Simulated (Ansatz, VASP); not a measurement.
One calculation of Rb2ScCdC6N6, two programs

```
Rb Sc Cd C N
1.0
     0.00000    5.79788    5.79788
     5.79788    0.00000    5.79788
     5.79788    5.79788    0.00000
Rb Sc Cd C N
2 1 1 6 6
Direct
  0.25000 0.25000 0.25000
  0.75000 0.75000 0.75000
  0.00000 0.00000 0.00000
  0.50000 0.50000 0.50000
  0.80122 0.19878 0.19878
  0.19878 0.80122 0.19878
  0.19878 0.19878 0.80122
  0.19878 0.80122 0.80122
  0.80122 0.19878 0.80122
  0.80122 0.80122 0.19878
  0.69995 0.30005 0.30005
  0.30005 0.69995 0.30005
  0.30005 0.30005 0.69995
  0.30005 0.69995 0.69995
  0.69995 0.30005 0.69995
  0.69995 0.69995 0.30005
```

Alike in both runs: functional PBE; k mesh 4 × 4 × 4; occupations gaussian, width 0.1 eV; no spin polarisation.

Ansatz relaxed the structure, and its values are those at the end. VASP's run is a single point on that final structure, the one shown.

|  | VASP | Ansatz |
| --- | --- | --- |
| version | VASP 6.6.1 | Ansatz 0.2.0 |
| potentials or method | VASP PAW PBE potentials, release 64 (Rb_sv, Sc_sv, Cd, C, N), cutoff 520 eV | scalar-relativistic, plane waves, PAW |
| valence electrons in the cell | 95 | 103 |

|  | VASP | Ansatz | Ansatz less VASP |
| --- | --- | --- | --- |
| gap on the k mesh at the Fermi level (eV) | none | none | - |
| pressure (GPa) | 0.8 | 0.4 | -0.41 |
| rms of the force components (eV/Å) | 0.175 | 0.003 | -0.1722 |

A gap of «none» marks a metal or a gap that the smearing closes. One of these differences is far larger than is usual between the two programs; its cause wasn't traced. The functional is the same, so the differences come from potentials, cutoffs and numerics. VASP's potentials hold 95 valence electrons a cell and Ansatz's 103, so a difference there can come from the potentials and not from the codes.

Noted on VASP's run: the standard files for N, O and F lose accuracy on very short bonds.
